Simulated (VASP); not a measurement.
Cu, 1 atom in the cell. The structure is cubic, space group Fm-3m (No. 225). The conventional cell has a = 3.639 Å, b = 3.639 Å, c = 3.639 Å, α = 90.00°, β = 90.00°, γ = 90.00°. Cu (site symmetry m-3m) has 12 Cu at 2.57 Å within 3.4 Å. 

| Property | Result |
| --- | --- |
| Program | VASP 6.6.1 |
| Task | single point |
| Functional | PBE exchange alone |
| Potentials or basis | VASP PAW PBE potentials, release 64 (Cu) |
| Cutoff | 600 eV |
| k mesh | 13 × 13 × 13 |
| Occupations | fermi-dirac, width 0.05 eV |
| Spin | no spin polarisation |
| Dipole correction | no |
| Further INCAR settings | ALGO = Normal; EDIFF = 1e-06; NBANDS = 12 |

Potentials or basis: VASP PAW PBE potentials, release 64 (Cu).

The run is started by

```console
$ cat potpaw_PBE.64/Cu/POTCAR > POTCAR
$ mpirun -np 1 vasp_std > vasp.out
```

Hardware: 1 thread of Intel(R) Xeon(R) Platinum 8259CL CPU @ 2.50GHz (Skylake/Cascade Lake), with other jobs on the host.

Problem. How long does it take, and how much memory?

Solution. Wall time 14 s on 1 thread of Intel(R) Xeon(R) Platinum 8259CL CPU @ 2.50GHz (Skylake/Cascade Lake), on a shared host, peak memory 0.14 GiB. Counts: scf iterations 11, k points 84.
